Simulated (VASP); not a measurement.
# Mg (P6_3/mmc) in VASP: further runs

Mg is run at these levels: LDA; tasks: vibrations by perturbation theory, elastic constants.

Program: VASP 6.6.1. These are calculated values, not measurements. Logs are shortened: lines on timing, memory, paths and dates and some standing lists are left out, and cuts for length are marked.

**1. The cell of the first run**

The structure is hexagonal, space group P6_3/mmc (No. 194). Conventional cell: a = 3.177 Å, b = 3.177 Å, c = 10.319 Å, α = 90.00°, β = 90.00°, γ = 120.00°. Within 4.2 Å of Mg (site symmetry -6m2) lie 12 Mg at 3.17 to 3.18 Å. Mg (site symmetry -3m) has 12 Mg at 3.17 to 3.18 Å within 4.2 Å.

**2. Vibrations by perturbation theory, LDA**

Contents of INCAR:

```
SYSTEM = Mg
PREC = Accurate
ENCUT = 520
EDIFF = 1E-8
ISMEAR = -1
SIGMA = 0.05
LREAL = .False.
LASPH = .True.
NELM = 80
ALGO = Normal
ISIF = 2
LWAVE = .False.
LCHARG = .False.
NBANDS = 12
IBRION = 8
NSW = 1
```

Contents of KPOINTS:

```
Automatic mesh
0
Gamma
  7 7 3
  0 0 0
```

Contents of POSCAR:

```
Mg
1.0
    3.1768261656      0.0000000000      0.0000000000
   -1.5884130828      2.7512121628      0.0000000000
    0.0000000000      0.0000000000     10.3188620100
Mg
4
Direct
    0.6666666667      0.3333333333      0.7500000000
    0.0000000000      0.0000000000      0.5000000000
    0.3333333333      0.6666666667      0.2500000000
    0.0000000000      0.0000000000      0.0000000000
```

Potentials or basis: VASP PAW LDA potentials, release 64 (Mg).

On the command line:

```bash
cat potpaw_LDA.64/Mg/POTCAR > POTCAR
mpirun -np 1 vasp_std > vasp.out
```

OUTCAR:

```text
SYSTEM = Mg
   PREC = Accurate
   ENCUT = 520
   EDIFF = 1E-8
   ISMEAR = -1
   LREAL = .False.
   LASPH = .True.
   NELM = 80
   ISIF = 2
   IBRION = 8
   NSW = 1

 ion  position               nearest neighbor table
   1  0.667  0.333  0.750-   2 3.17   4 3.17   2 3.17   4 3.17   2 3.17   4 3.17
   2  0.000  0.000  0.500-   1 3.17   3 3.17   3 3.17   1 3.17   1 3.17   3 3.17
   3  0.333  0.667  0.250-   2 3.17   4 3.17   2 3.17   4 3.17   2 3.17   4 3.17
   4  0.000  0.000  0.000-   1 3.17   3 3.17   3 3.17   1 3.17   1 3.17   3 3.17

  LATTYP: Found a hexagonal cell.
 ALAT       =     3.1768261656
 C/A-ratio  =     3.2481670296

  Lattice vectors:

 A1 = (   3.1768261656,   0.0000000000,   0.0000000000)
 A2 = (  -1.5884130828,   2.7512121628,   0.0000000000)
 A3 = (   0.0000000000,   0.0000000000,  10.3188620100)

Analysis of symmetry for initial positions (statically):
=====================================================================
 Subroutine PRICEL returns:
 Original cell was already a primitive cell.

 Routine SETGRP: Setting up the symmetry group for a
 hexagonal supercell.

 Subroutine GETGRP returns: Found 24 space group operations
 (whereof 12 operations were pure point group operations)
 out of a pool of 24 trial point group operations.

The static configuration has the point symmetry D_3d.
 The point group associated with its full space group is D_6h.

Analysis of symmetry for dynamics (positions and initial velocities):
=====================================================================
 Subroutine PRICEL returns:
 Original cell was already a primitive cell.

 Routine SETGRP: Setting up the symmetry group for a
 hexagonal supercell.

 Subroutine GETGRP returns: Found 24 space group operations
 (whereof 12 operations were pure point group operations)
 out of a pool of 24 trial point group operations.

The dynamic configuration has the point symmetry D_3d.
 The point group associated with its full space group is D_6h.

 Subroutine INISYM returns: Found 24 space group operations
 (whereof 12 operations are pure point group operations),
 and found     1 'primitive' translations

----------------------------------------------------------------------------------------

                                     Primitive cell

  volume of cell :      90.1881

  direct lattice vectors                    reciprocal lattice vectors
     3.176826166  0.000000000  0.000000000     0.314779578  0.181738074  0.000000000
    -1.588413083  2.751212163  0.000000000     0.000000000  0.363476148  0.000000000
     0.000000000  0.000000000 10.318862010     0.000000000  0.000000000  0.096909911

  length of vectors
     3.176826166  3.176826166 10.318862010     0.363476148  0.363476148  0.096909911

  position of ions in fractional coordinates (direct lattice)
     0.666666667  0.333333333  0.750000000
     0.000000000  0.000000000  0.500000000
     0.333333333  0.666666667  0.250000000
     0.000000000  0.000000000  0.000000000

  ion indices of the primitive-cell ions
   primitive index   ion index
                 1           1
[... 127 lines left out ...]
      3      -3.0280      2.00000
      4       0.8826      2.00000
      5       1.2819      2.00000
      6       7.6138      0.00000
      7       7.6230      0.00000
      8      13.5815      0.00000
      9      13.5815      0.00000
     10      13.6205      0.00000
     11      13.6205      0.00000
     12      14.3559      0.00000
[... 213 lines left out ...]
      1       0.4646      2.00000
      2       0.9050      2.00000
      3       2.5407      1.43717
      4       2.9806      0.00077
      5       3.1101      0.00006
      6       3.5163      0.00000
      7       3.7718      0.00000
      8       4.1219      0.00000
      9       5.4930      0.00000
     10       5.5055      0.00000
     11       6.8139      0.00000
     12       6.8563      0.00000

------------------------ aborting loop because EDIFF is reached ----------------------------------------

  FORCE on cell =-STRESS in cart. coord.  units (eV):
  Direction    XX          YY          ZZ          XY          YZ          ZX
  --------------------------------------------------------------------------------------
  -------------------------------------------------------------------------------------
  Total       -1.2793749     -1.2793749     -0.3130549      0.0000000     -0.0000000      0.0000000
  in kB      -22.7278878    -22.7278878     -5.5613697      0.0000000     -0.0000000      0.0000000
  external PRESSURE =     -17.0057151 kB  Pullay stress =       0.0000000 kB

 VOLUME and BASIS-vectors are now :
 -----------------------------------------------------------------------------
  energy-cutoff  :      520.00
  volume of cell :       90.19
      direct lattice vectors                 reciprocal lattice vectors
     3.176826166  0.000000000  0.000000000     0.314779578  0.181738074  0.000000000
    -1.588413083  2.751212163  0.000000000     0.000000000  0.363476148  0.000000000
     0.000000000  0.000000000 10.318862010     0.000000000  0.000000000  0.096909911

 POSITION                                       TOTAL-FORCE (eV/Angst)
 -----------------------------------------------------------------------------------
      1.58841      0.91707      7.73915        -0.000000      0.000000      0.000000
      0.00000      0.00000      5.15943        -0.000000      0.000000     -0.000000
     -0.00000      1.83414      2.57972         0.000000     -0.000000     -0.000000
      0.00000      0.00000      0.00000        -0.000000      0.000000     -0.000000
 -----------------------------------------------------------------------------------
    total drift:                               -0.000000     -0.000000      0.000000

  FREE ENERGIE OF THE ION-ELECTRON SYSTEM (eV)
  ---------------------------------------------------
  free  energy   TOTEN  =        -7.2363150494 eV

  energy  without entropy=       -7.2247832035  energy(sigma->0) =       -7.23054913

[... ionic steps 2 to 3 ...]

--------------------------------------- Ionic step        4  -------------------------------------------

------------------------ aborting loop because EDIFF is reached ----------------------------------------
[... 11 lines left out ...]
[... ionic steps 8 to 8 ...]

--------------------------------------- Ionic step        9  -------------------------------------------

 Free energy of the ion-electron system (eV)
  ---------------------------------------------------
  ---------------------------------------------------
  free energy    TOTEN  =        -0.00560053 eV

  energy without entropy =       -0.00560053

------------------------ aborting loop because EDIFF is reached ----------------------------------------

 INTERNAL STRAIN TENSOR  FOR ION    2  DIRECTION 3   (eV/Angst):
 -----------------------------------------------------------------------------
     0.00282  0.00000  0.00000
    -0.00000  0.00282 -0.00000
     0.00000  0.00000 -0.00262

 INTERNAL STRAIN TENSOR FOR ION    4 for displacements in x,y,z  (eV/Angst):
          X           Y           Z          XY          YZ          ZX
  --------------------------------------------------------------------------------
  x     0.00000     0.00000     0.00000     0.00000     0.00000     0.00000
  y     0.00000     0.00000     0.00000     0.00000     0.00000     0.00000
  z     0.00000     0.00000     0.00000     0.00000     0.00000     0.00000

 SECOND DERIVATIVES (NOT SYMMETRIZED)
 ------------------------------------
               1X          1Y          1Z          2X          2Y          2Z          3X          3Y          3Z          4X          4Y          4Z
  1X    -0.641719    0.000000    0.000000    0.328997    0.000000    0.000000   -0.016275    0.000000    0.000000    0.328997    0.000000    0.000000
  1Y     0.000000   -0.641719    0.000000    0.000000    0.328997    0.000000    0.000000   -0.016275    0.000000    0.000000    0.328997    0.000000
  1Z    -0.000000   -0.000000   -3.109795    0.000000    0.000000    1.468897    0.000000   -0.000000    0.172002    0.000000    0.000000    1.468897
  2X     0.329067    0.000000    0.000000   -0.679171    0.000000    0.000000    0.329067    0.000000    0.000000    0.021037    0.000000    0.000000
  2Y     0.000000    0.329067    0.000000    0.000000   -0.679171    0.000000    0.000000    0.329067    0.000000    0.000000    0.021037    0.000000
  2Z     0.000000    0.000000    1.468949    0.000000    0.000000   -3.075764   -0.000000    0.000000    1.468949    0.000000    0.000000    0.137865
  3X    -0.016275    0.000000    0.000000    0.328997    0.000000    0.000000   -0.641719    0.000000    0.000000    0.328997    0.000000    0.000000
  3Y     0.000000   -0.016275    0.000000    0.000000    0.328997    0.000000    0.000000   -0.641719    0.000000    0.000000    0.328997    0.000000
  3Z     0.000000   -0.000000    0.172002    0.000000    0.000000    1.468897   -0.000000   -0.000000   -3.109795    0.000000    0.000000    1.468897
  4X     0.329067    0.000000    0.000000    0.021037    0.000000    0.000000    0.329067    0.000000    0.000000   -0.679171    0.000000    0.000000
  4Y     0.000000    0.329067    0.000000    0.000000    0.021037    0.000000    0.000000    0.329067    0.000000    0.000000   -0.679171    0.000000
  4Z     0.000000   -0.000000    1.468949   -0.000000    0.000000    0.137865   -0.000000   -0.000000    1.468949    0.000000   -0.000000   -3.075764

 Eigenvectors and eigenvalues of the dynamical matrix
 ----------------------------------------------------

   1 f  =    7.686567 THz    48.296124 2PiTHz  256.396270 cm-1    31.789072 meV
             X         Y         Z           dx          dy          dz
      1.588413  0.917071  7.739147     0.000000    0.000000   -0.499996
      0.000000  0.000000  5.159431    -0.000000   -0.000000    0.500004
     -0.000000  1.834141  2.579716     0.000000    0.000000   -0.499996
      0.000000  0.000000  0.000000    -0.000000   -0.000000    0.500004
[... 71 lines left out ...]
  12 f/i=    0.000193 THz     0.001210 2PiTHz    0.006426 cm-1     0.000797 meV
             X         Y         Z           dx          dy          dz
      1.588413  0.917071  7.739147     0.406936   -0.290568    0.000000
      0.000000  0.000000  5.159431     0.406893   -0.290537    0.000000
     -0.000000  1.834141  2.579716     0.406936   -0.290568    0.000000
      0.000000  0.000000  0.000000     0.406893   -0.290537    0.000000

--------------------------------------------------------------------------------------------------------

 ELASTIC MODULI CONTR FROM IONIC RELAXATION (kBar)
 Direction    XX          YY          ZZ          XY          YZ          ZX
 --------------------------------------------------------------------------------
 XX         -20.8837     20.8837     -0.0000     -0.0000      0.0000      0.0000
 YY          20.8837    -20.8837      0.0000      0.0000     -0.0000      0.0000
 ZZ          -0.0000      0.0000     -0.0000     -0.0000     -0.0000      0.0000
 XY          -0.0000      0.0000     -0.0000    -20.8837     -0.0000      0.0000
 YZ           0.0000     -0.0000     -0.0000     -0.0000     -0.0000      0.0000
 ZX           0.0000      0.0000      0.0000      0.0000      0.0000      0.0000
 --------------------------------------------------------------------------------
```

It took 3.6 min on 1 thread of Intel Xeon 8259CL, shared host; peak memory 0.26 GiB.

What came out:

| Item | Value |
| --- | --- |
| Highest phonon frequency at Γ | 256 cm⁻¹ |

Phonon frequencies in cm⁻¹ (negative: imaginary):
| q point | frequencies |
| --- | --- |
| (0.000, 0.000, 0.000) | 0 0 0 84 84 89 89 121 121 190 192 256 |

Caveat: the cell stands under pressure or tension, which shifts response properties.

**3. Elastic constants, LDA**

Contents of INCAR:

```
SYSTEM = Mg
PREC = Accurate ; ENCUT = 600
EDIFF = 1E-8 ; ISMEAR = -1
SIGMA = 0.05 ; LREAL = .FALSE.
LASPH = .TRUE. ; NELM = 100
ALGO = Normal ; ISIF = 3
LWAVE = .FALSE. ; LCHARG = .FALSE.
GGA = CA ; IBRION = 6
NFREE = 2 ; POTIM = 0.015
NSW = 1
```

Contents of KPOINTS:

```
Automatic mesh
0
G
  7 7 3
  0 0 0
```

POSCAR is that of step 2.

Potentials or basis: VASP PAW LDA potentials, release 64 (Mg).

On the command line:

```bash
cat potpaw_LDA.64/Mg/POTCAR > POTCAR
mpirun -np 1 vasp_std > vasp.out
```

It took 10 min on 1 thread of Intel Xeon Platinum 8175M at 2.50GHz (Skylake/Cascade Lake), shared host; peak memory 0.27 GiB.

Results (log left out):

```
Voigt bulk modulus            : 35 GPa
Highest phonon frequency at Γ : 256 cm⁻¹
```

Phonon frequencies in cm⁻¹ (negative: imaginary):
```
              q point                            frequencies
(0.000, 0.000, 0.000)  0 0 0 84 84 89 89 121 121 190 192 256
```

Elastic tensor in Voigt notation (GPa, in the Cartesian axes of the cell as first typed):
```
74 23  9  0  0  0
23 74  9  0  0  0
 9  9 82  0  0  0
 0  0  0 16  0  0
 0  0  0  0 16  0
 0  0  0  0  0 26
```

Clamped-ion elastic tensor (GPa):
```
76 21  9  0  0  0
21 76  9  0  0  0
 9  9 82  0  0  0
 0  0  0 16  0  0
 0  0  0  0 16  0
 0  0  0  0  0 28
```

Caveat: the cell is under stress, which shifts elastic constants.
